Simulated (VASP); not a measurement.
# Ti3Si (P6_3/mmc) in VASP: a series of runs

The runs below take Ti3Si through relaxation of shape and atoms at fixed volume, relaxation of cell and atoms, with LDA.

Everything below comes from runs of VASP 6.6.1. Logs are shortened: lines on timing, memory, paths and dates and some standing lists are left out, and cuts for length are marked.

### 1 The cell of the first run

The structure is hexagonal, space group P6_3/mmc (No. 194). The conventional cell has a = 5.479 Å, b = 5.479 Å, c = 4.423 Å, α = 90.00°, β = 90.00°, γ = 120.00°. Ti (site symmetry mm2) has 8 Ti at 2.66 to 2.82 Å and 4 Si at 2.69 to 2.74 Å within 3.5 Å. Within 3.6 Å of Si (site symmetry -6m2) lie 12 Ti at 2.69 to 2.74 Å.

### 2 Relaxation of shape and atoms at fixed volume, LDA (14.37 Å³/atom)

Input file INCAR:

```
SYSTEM = Ti3Si
PREC = Accurate ; ENCUT = 600
EDIFF = 1E-6 ; ISMEAR = -1
SIGMA = 0.15 ; LREAL = .False.
LASPH = .True. ; NELM = 80
ALGO = Fast ; ISIF = 4
LWAVE = .False. ; LCHARG = .False.
GGA = CA ; IBRION = 2
NSW = 80 ; EDIFFG = -0.001
```

Input file KPOINTS:

```
Automatic mesh
0
Gamma
  6 6 8
  0 0 0
```

Input file POSCAR:

```
Ti3Si
1.0
    5.4788133642      0.0000000000      0.0000000000
   -2.7394066821      4.7447915560      0.0000000000
    0.0000000000      0.0000000000      4.4225697438
Ti Si
6 2
Direct
    0.3427272437      0.1713636219      0.7500000000
    0.8286363781      0.1713636219      0.7500000000
    0.8286363781      0.6572727563      0.7500000000
    0.6572727563      0.8286363781      0.2500000000
    0.1713636219      0.8286363781      0.2500000000
    0.1713636219      0.3427272437      0.2500000000
    0.3333333333      0.6666666667      0.7500000000
    0.6666666667      0.3333333333      0.2500000000
```

Potentials or basis: VASP PAW LDA potentials, release 64 (Ti_sv, Si).

Launch:

```bash
$ cat potpaw_LDA.64/Ti_sv/POTCAR potpaw_LDA.64/Si/POTCAR > POTCAR
$ mpirun -np 1 vasp_std > vasp.out
```

OUTCAR:

```text
SYSTEM = Ti3Si
   PREC = Accurate
   ENCUT = 600
   EDIFF = 1E-6
   ISMEAR = -1
   LREAL = .False.
   LASPH = .True.
   NELM = 80
   ISIF = 4
   GGA = CA
   IBRION = 2
   NSW = 80
   EDIFFG = -0.001

 ion  position               nearest neighbor table
   1  0.343  0.171  0.750-   2 2.66   3 2.66   8 2.69   8 2.69   7 2.74   7 2.74   6 2.74   6 2.74
                             5 2.74   5 2.74   2 2.82   3 2.82
   2  0.829  0.171  0.750-   1 2.66   3 2.66   8 2.69   8 2.69   7 2.74   7 2.74   6 2.74   6 2.74
                             4 2.74   4 2.74   1 2.82   3 2.82
   3  0.829  0.657  0.750-   1 2.66   2 2.66   8 2.69   8 2.69   7 2.74   7 2.74   4 2.74   4 2.74
                             5 2.74   5 2.74   2 2.82   1 2.82
   4  0.657  0.829  0.250-   5 2.66   6 2.66   7 2.69   7 2.69   8 2.74   8 2.74   3 2.74   3 2.74
                             2 2.74   2 2.74   5 2.82   6 2.82
   5  0.171  0.829  0.250-   4 2.66   6 2.66   7 2.69   7 2.69   8 2.74   8 2.74   3 2.74   3 2.74
                             1 2.74   1 2.74   4 2.82   6 2.82
   6  0.171  0.343  0.250-   4 2.66   5 2.66   7 2.69   7 2.69   8 2.74   8 2.74   1 2.74   1 2.74
                             2 2.74   2 2.74   5 2.82   4 2.82
   7  0.333  0.667  0.750-   5 2.69   5 2.69   4 2.69   4 2.69   6 2.69   6 2.69   3 2.74   3 2.74
                             2 2.74   1 2.74   1 2.74   2 2.74
   8  0.667  0.333  0.250-   2 2.69   2 2.69   1 2.69   1 2.69   3 2.69   3 2.69   6 2.74   6 2.74
                             5 2.74   4 2.74   4 2.74   5 2.74

  LATTYP: Found a hexagonal cell.
 ALAT       =     5.4788133642
 C/A-ratio  =     0.8072130678

  Lattice vectors:

 A1 = (   5.4788133642,   0.0000000000,   0.0000000000)
 A2 = (  -2.7394066821,   4.7447915560,   0.0000000000)
 A3 = (   0.0000000000,   0.0000000000,   4.4225697438)

Analysis of symmetry for initial positions (statically):
=====================================================================
 Subroutine PRICEL returns:
 Original cell was already a primitive cell.

 Routine SETGRP: Setting up the symmetry group for a
 hexagonal supercell.

 Subroutine GETGRP returns: Found 24 space group operations
 (whereof 12 operations were pure point group operations)
 out of a pool of 24 trial point group operations.

The static configuration has the point symmetry D_3d.
 The point group associated with its full space group is D_6h.

Analysis of symmetry for dynamics (positions and initial velocities):
=====================================================================
 Subroutine PRICEL returns:
 Original cell was already a primitive cell.

 Routine SETGRP: Setting up the symmetry group for a
 hexagonal supercell.

 Subroutine GETGRP returns: Found 24 space group operations
 (whereof 12 operations were pure point group operations)
 out of a pool of 24 trial point group operations.

The dynamic configuration has the point symmetry D_3d.
 The point group associated with its full space group is D_6h.

 Subroutine INISYM returns: Found 24 space group operations
 (whereof 12 operations are pure point group operations),
 and found     1 'primitive' translations

----------------------------------------------------------------------------------------

                                     Primitive cell

  volume of cell :     114.9684

  direct lattice vectors                    reciprocal lattice vectors
     5.478813364  0.000000000  0.000000000     0.182521275  0.105378707  0.000000000
    -2.739406682  4.744791556  0.000000000     0.000000000  0.210757414  0.000000000
     0.000000000  0.000000000  4.422569744     0.000000000  0.000000000  0.226112884

  length of vectors
     5.478813364  5.478813364  4.422569744     0.210757414  0.210757414  0.226112884

  position of ions in fractional coordinates (direct lattice)
     0.342727244  0.171363622  0.750000000
     0.828636378  0.171363622  0.750000000
     0.828636378  0.657272756  0.750000000
     0.657272756  0.828636378  0.250000000
     0.171363622  0.828636378  0.250000000
     0.171363622  0.342727244  0.250000000
     0.333333333  0.666666667  0.750000000
     0.666666667  0.333333333  0.250000000

  ion indices of the primitive-cell ions
   primitive index   ion index
                 1           1
                 2           2
                 3           3
                 4           4
                 5           5
                 6           6
                 7           7
                 8           8

----------------------------------------------------------------------------------------

 KPOINTS: Automatic mesh

Automatic generation of k-mesh.
 Grid dimensions read from file:
 generate k-points for:    6    6    8

 Generating k-lattice:

  Cartesian coordinates                     Fractional coordinates (reciprocal lattice)
     0.030420212  0.017563118  0.000000000     0.166666667  0.000000000  0.000000000
     0.000000000  0.035126236  0.000000000     0.000000000  0.166666667  0.000000000
     0.000000000  0.000000000  0.028264111     0.000000000  0.000000000  0.125000000

  Length of vectors
     0.035126236  0.035126236  0.028264111

  Shift w.r.t. Gamma in fractional coordinates (k-lattice)
     0.000000000  0.000000000  0.000000000

 Subroutine IBZKPT returns following result:
 ===========================================

 Found     35 irreducible k-points:

 Following reciprocal coordinates:
            Coordinates               Weight
  0.000000  0.000000  0.000000      1.000000
  0.166667  0.000000  0.000000      6.000000
  0.333333  0.000000  0.000000      6.000000
  0.500000  0.000000  0.000000      3.000000
  0.166667  0.166667  0.000000      6.000000
  0.333333  0.166667  0.000000     12.000000
[... 16 lines left out ...]
  0.166667  0.000000  0.375000     12.000000
  0.333333  0.000000  0.375000     12.000000
 [... further k-points ...]
   k-points           NKPTS =     35   k-points in BZ     NKDIM =     35   number of bands    NBANDS=     48
   number of dos      NEDOS =    301   number of ions     NIONS =      8
   total plane-waves  NPLWV =  82944
   dimension x,y,z NGX =    48 NGY =   48 NGZ =   36
   dimension x,y,z NGXF=    96 NGYF=   96 NGZF=   72
   ions per type =               6   2
   NGX,Y,Z   is equivalent  to a cutoff of  14.56, 14.56, 13.53 a.u.
   NGXF,Y,Z  is equivalent  to a cutoff of  29.13, 29.13, 27.07 a.u.
 SYSTEM =  Ti3Si
   PREC   = accura    normal or accurate (medium, high low for compatibility)
   ISTART =      0    job   : 0-new  1-cont  2-samecut
   ICHARG =      2    charge: 1-file 2-atom 10-const
   ISPIN  =      1    spin polarized calculation?
   LNONCOLLINEAR =      F non collinear calculations
   LSORBIT =      F    spin-orbit coupling
   LASPH  =      T    aspherical Exc in radial PAW
   ENCUT  =  600.0 eV  44.10 Ry    6.64 a.u.  10.94 10.94  8.83*2*pi/ulx,y,z
   NELM   =     80;   NELMIN=  2; NELMDL= -5     # of ELM steps
   EDIFF  = 0.1E-05   stopping-criterion for ELM
   LREAL  =      F    real-space projection
   EDIFFG = -.1E-02   stopping-criterion for IOM
   NSW    =     80    number of steps for IOM
   IBRION =      2    ionic relax: 0-MD 1-quasi-New 2-CG
   NFREE  =      1    steps in history (QN), initial steepest desc. (CG)
   ISIF   =      4    stress and relaxation
   ISYM   =      2    0-nonsym 1-usesym 2-fastsym
   POTIM  = 0.5000    time-step for ionic-motion
   TEBEG  =    0.0;   TEEND  =   0.0 temperature during run
   PSTRESS=    0.0 pullay stress
   NELECT =      80.0000    total number of electrons
   NUPDOWN=      -1.0000    fix difference up-down
   EMIN   =  10.00;   EMAX   =-10.00  energy-range for DOS
   EFERMI =   0.00;   METHOD = LEGACY
   ISMEAR =    -1;   SIGMA  =   0.15  broadening in eV -4-tet -1-fermi 0-gaus
   EFERMI_NEDOS =   21; number of points for ismear=-14 and -15
   IALGO  =     68    algorithm
   IMIX   =      4    mixing-type and parameters
     AMIX     =   0.40;   BMIX     =  1.00
     AMIX_MAG =   1.60;   BMIX_MAG =  1.00
  volume/ion in A,a.u.               =      14.37        96.98
  Fermi-wavevector in a.u.,A,eV,Ry     =   1.450704  2.741432 28.634021  2.104541
  Thomas-Fermi vector in A             =   2.568285
   LORBIT       =      0    0 simple, 1 ext, 2 COOP (PROOUT), +10 PAW based schemes
   GGA     = CA    functional components
   LHFCALC =     F    Hartree Fock is set to
   AEXX    =    0.0000 exact exchange contribution
   IVDW    =     0    specifies the selected vdW correction
   LEPSILON=     F    determine dielectric tensor
   LRPA    =     F    only Hartree local field effects (RPA)
 conjugate gradient relaxation of ions
 non-spin polarized calculation
 RMM-DIIS sequential band-by-band and
  energy-cutoff  :      600.00
  volume of cell :      114.97
 maximum number of plane-waves:      3870
 NGX is ok and might be reduce to    48
   NGX = 21   NGY = 21   NGZ = 17

--------------------------------------- Ionic step        1  -------------------------------------------

 number of electron      79.9999995 magnetization

 Free energy of the ion-electron system (eV)
  ---------------------------------------------------
  ext. energy  EPLUGINS =         0.00000000
  ---------------------------------------------------
  free energy    TOTEN  =       -67.69645087 eV

  energy without entropy =      -67.14346368  energy(sigma->0) =      -67.41995727

------------------------ aborting loop because EDIFF is reached ----------------------------------------

  FORCE on cell =-STRESS in cart. coord.  units (eV):
  Direction    XX          YY          ZZ          XY          YZ          ZX
  --------------------------------------------------------------------------------------
  -------------------------------------------------------------------------------------
  Total        2.2359880      2.2359880      2.4248655      0.0000000      0.0000000      0.0000000
  in kB       31.1603059     31.1603059     33.7924667      0.0000000      0.0000000      0.0000000
  external PRESSURE =      32.0376928 kB  Pullay stress =       0.0000000 kB
[... 279 lines left out ...]
  energy  without entropy=      -67.1422859309  energy(sigma->0) =      -67.41945366

--------------------------------------- Ionic step        8  -------------------------------------------

 number of electron      79.9999993 magnetization

 Free energy of the ion-electron system (eV)
  ---------------------------------------------------
  ext. energy  EPLUGINS =         0.00000000
  ---------------------------------------------------
  free energy    TOTEN  =       -67.69662330 eV

  energy without entropy =      -67.14228261  energy(sigma->0) =      -67.41945295

 E-fermi :  10.1185     XC(G=0): -12.3671

 val. band max:       10.1181687944   @ k =   0.3333   0.0000   0.3750
 cond. band min:      10.1426696101   @ k =   0.3333   0.1667   0.0000
 fundamental gap:      0.0245008157
 Fermi energy:        10.1185141800

 k-point     1 :       0.0000    0.0000    0.0000
  band No.  band energies     occupation
      1     -45.7527      2.00000
      2     -45.5815      2.00000
      3     -45.5713      2.00000
      4     -45.5713      2.00000
      5     -45.4902      2.00000
      6     -45.4902      2.00000
[... 1213 lines left out ...]
     47      11.5255      0.00017
     48      11.8481      0.00002

 [... further k-points ...]

------------------------ aborting loop because EDIFF is reached ----------------------------------------

  FORCE on cell =-STRESS in cart. coord.  units (eV):
  Direction    XX          YY          ZZ          XY          YZ          ZX
  --------------------------------------------------------------------------------------
  -------------------------------------------------------------------------------------
  Total        2.2806200      2.2806200      2.2763705      0.0000000     -0.0000000      0.0000000
  in kB       31.7822898     31.7822898     31.7230686      0.0000000     -0.0000000      0.0000000
  external PRESSURE =      31.7625494 kB  Pullay stress =       0.0000000 kB
[... 23 lines left out ...]
  FREE ENERGIE OF THE ION-ELECTRON SYSTEM (eV)
  ---------------------------------------------------
  free  energy   TOTEN  =       -67.6966232959 eV

  energy  without entropy=      -67.1422826140  energy(sigma->0) =      -67.41945295

 reached required accuracy - stopping structural energy minimisation
```

Run time: 24 min. Hardware: 1 thread of Oxide Virtual Turin-like, shared host; peak memory 0.31 GiB.

Results:

| Quantity | Value |
| --- | --- |
| Free energy | -67.6966 eV |
| Energy gained by relaxing | 0.0 meV/atom |
| Ionic steps | 8 |
| Pressure after relaxing | 3.2 GPa |
| Band gap on the k mesh | zero (bands 40 and 41 overlap by 0.42 eV) |

The path:
```
step  energy change (eV)  largest force (eV/Å)  pressure (GPa)  volume (Å³)
   1              0.0000                0.0140            3.20       114.97
   2             -0.0002                0.0010            3.18       114.97
   3             -0.0002                0.0015            3.18       114.97
   4             -0.0002                0.0025            3.18       114.97
   5             -0.0002                0.0041            3.18       114.97
   6             -0.0002                0.0024            3.18       114.97
   7             -0.0002                0.0048            3.18       114.97
   8             -0.0002                0.0008            3.18       114.97
```

Final structure:
```
Ti Si
1.0
     5.47598    0.00000    0.00000
    -2.73799    4.74234    0.00000
     0.00000    0.00000    4.42715
Ti Si
6 2
Direct
  0.34256 0.17128 0.75000
  0.82872 0.17128 0.75000
  0.82872 0.65744 0.75000
  0.65744 0.82872 0.25000
  0.17128 0.82872 0.25000
  0.17128 0.34256 0.25000
  0.33333 0.66667 0.75000
  0.66667 0.33333 0.25000
```

Levels at points of the mesh, in eV from the Fermi level:
```
           k point  band 37  band 38  band 39  band 40  band 41  band 42  band 43  band 44
(0.00, 0.00, 0.00)    -1.48    -1.48    -0.60    -0.06     0.51     0.51     0.58     0.63
(0.50, 0.00, 0.00)    -1.02    -0.65    -0.64     0.05     0.38     0.54     0.62     0.94
(0.00, 0.00, 0.50)    -1.06    -1.06    -0.64    -0.64    -0.03    -0.03    -0.03    -0.03
(0.50, 0.00, 0.50)    -0.55    -0.55    -0.27    -0.27     0.07     0.07     0.56     0.56
```

### 3 Relaxation of cell and atoms, LDA

This run uses another cell than the first one, of 14.64 Å³/atom.

Changes to INCAR since step 2:

```diff
@@ -5,3 +5,3 @@
 LASPH = .True. ; NELM = 80
-ALGO = Fast ; ISIF = 4
+ALGO = Fast ; ISIF = 3
 LWAVE = .False. ; LCHARG = .False.
```

Input file KPOINTS:

```
regular mesh
0
Gamma
  6 6 8
  0 0 0
```

Input file POSCAR:

```
Ti3Si
1.0
    5.5201186572      0.0000000000      0.0000000000
   -2.7600593286      4.7805629890      0.0000000000
    0.0000000000      0.0000000000      4.4384115296
Ti Si
6 2
Direct
    0.3432107320      0.1716053660      0.7500000000
    0.8283946340      0.1716053660      0.7500000000
    0.8283946340      0.6567892680      0.7500000000
    0.6567892680      0.8283946340      0.2500000000
    0.1716053660      0.8283946340      0.2500000000
    0.1716053660      0.3432107320      0.2500000000
    0.3333333333      0.6666666667      0.7500000000
    0.6666666667      0.3333333333      0.2500000000
```

Potentials or basis: VASP PAW LDA potentials, release 64 (Ti_sv, Si).

Launch:

```bash
$ cat potpaw_LDA.64/Ti_sv/POTCAR potpaw_LDA.64/Si/POTCAR > POTCAR
$ mpirun -np 1 vasp_std > vasp.out
```

Wall time 58 min (1 thread of Oxide Virtual Turin-like, shared host); peak memory 0.31 GiB.

Results (log left out):

```
Free energy                           : -67.7208 eV
Relaxed volume                        : 14.67 Å³/atom
Relaxed cell                          : a = 5.516 Å, b = 5.516 Å, c = 4.454 Å, α = 90.00°, β = 90.00°, γ = 120.00°
Space group after relaxing (to 0.1 Å) : P6_3/mmc (No. 194)
Energy gained by relaxing             : 0.2 meV/atom
Ionic steps                           : 11
Pressure after relaxing               : 0.0 GPa
Band gap on the k mesh                : zero (bands 40 and 41 overlap by 0.37 eV)
```

The path:
```csv
step,energy change (eV),largest force (eV/Å),pressure (GPa),volume (Å³)
1,0.0000,0.0416,0.36,117.13
2,-0.0009,0.0122,-0.29,117.69
3,-0.0010,0.0234,-0.25,117.54
4,-0.0014,0.0055,-0.03,117.38
5,-0.0014,0.0024,-0.05,117.40
6,-0.0014,0.0029,-0.06,117.39
7,-0.0014,0.0042,0.04,117.32
8,-0.0014,0.0003,-0.01,117.36
9,-0.0014,0.0012,0.02,117.36
10,-0.0014,0.0016,0.00,117.36
11,-0.0014,0.0004,0.00,117.36
```

Final structure:
```yaml
crystal:
  lattice:
    - [5.51587, 0.00000, 0.00000]
    - [-2.75794, 4.77689, 0.00000]
    - [0.00000, 0.00000, 4.45419]
  atoms:
    - { symbol: Ti, position: [0.34258, 0.17129, 0.75000] }
    - { symbol: Ti, position: [0.82871, 0.17129, 0.75000] }
    - { symbol: Ti, position: [0.82871, 0.65742, 0.75000] }
    - { symbol: Ti, position: [0.65742, 0.82871, 0.25000] }
    - { symbol: Ti, position: [0.17129, 0.82871, 0.25000] }
    - { symbol: Ti, position: [0.17129, 0.34258, 0.25000] }
    - { symbol: Si, position: [0.33333, 0.66667, 0.75000] }
    - { symbol: Si, position: [0.66667, 0.33333, 0.25000] }
```

Levels at points of the mesh, in eV from the Fermi level:
| k point | band 37 | band 38 | band 39 | band 40 | band 41 | band 42 | band 43 | band 44 |
| --- | --- | --- | --- | --- | --- | --- | --- | --- |
| (0.00, 0.00, 0.00) | -1.43 | -1.43 | -0.62 | -0.10 | 0.50 | 0.50 | 0.57 | 0.61 |
| (0.50, 0.00, 0.00) | -0.99 | -0.64 | -0.63 | 0.05 | 0.37 | 0.53 | 0.61 | 0.92 |
| (0.00, 0.00, 0.50) | -1.05 | -1.05 | -0.61 | -0.61 | -0.03 | -0.03 | -0.03 | -0.03 |
| (0.50, 0.00, 0.50) | -0.53 | -0.53 | -0.27 | -0.27 | 0.07 | 0.07 | 0.56 | 0.56 |

The gap in the log of VASP goes by the Fermi energy; the results here count the filled bands.